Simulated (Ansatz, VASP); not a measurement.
**HfN in VASP and in Ansatz**

```
CELL_PARAMETERS angstrom
0.00000 -2.25080 -2.25080
0.00000 2.25080 -2.25080
4.50160 0.00000 0.00000
ATOMIC_POSITIONS crystal
Hf 0.50949 0.49051 0.50000
Hf 0.99051 0.00949 0.00000
N 0.49482 0.50518 0.00000
N 0.00518 0.99482 0.50000
```

Change from the starting cell: mode 4 frozen in at -0.043 Å and mode 11 at +0.000 Å (largest displacements).

Alike in both runs: task single point; functional PBEsol; k mesh 14 × 14 × 10; occupations gaussian, width 0.15 eV; no spin polarisation.

|  | VASP | Ansatz |
| --- | --- | --- |
| version | VASP 6.6.1 | Ansatz 0.2.0 |
| potentials or method | VASP PAW PBE potentials, release 64 (Hf_pv, N), cutoff 520 eV | scalar-relativistic, plane waves, PAW |
| valence electrons in the cell | 30 | 62 |

Ansatz gave:

```
gap on the k mesh at the Fermi level (eV)                     : none
pressure (GPa)                                                : 0.1
traceless stress, the component that is largest in VASP (GPa) : -0.42
rms of the force components (eV/Å)                            : 0.248
```

Problem. What did VASP give for the same quantities?

Solution. gap on the k mesh at the Fermi level (eV): none; pressure (GPa): -2.0; traceless stress, the component that is largest in VASP (GPa): -0.41; rms of the force components (eV/Å): 0.248.

VASP's potentials were made for PBE, not for PBEsol, and Ansatz warns of the same on its side. Atom by atom the forces differ by 0.003 eV/Å (rms over components). A gap of «none» marks a metal or a gap that the smearing closes. VASP's potentials hold 30 valence electrons a cell and Ansatz's 62, so a difference there can come from the potentials and not from the codes.

Neither program's run includes spin-orbit coupling.
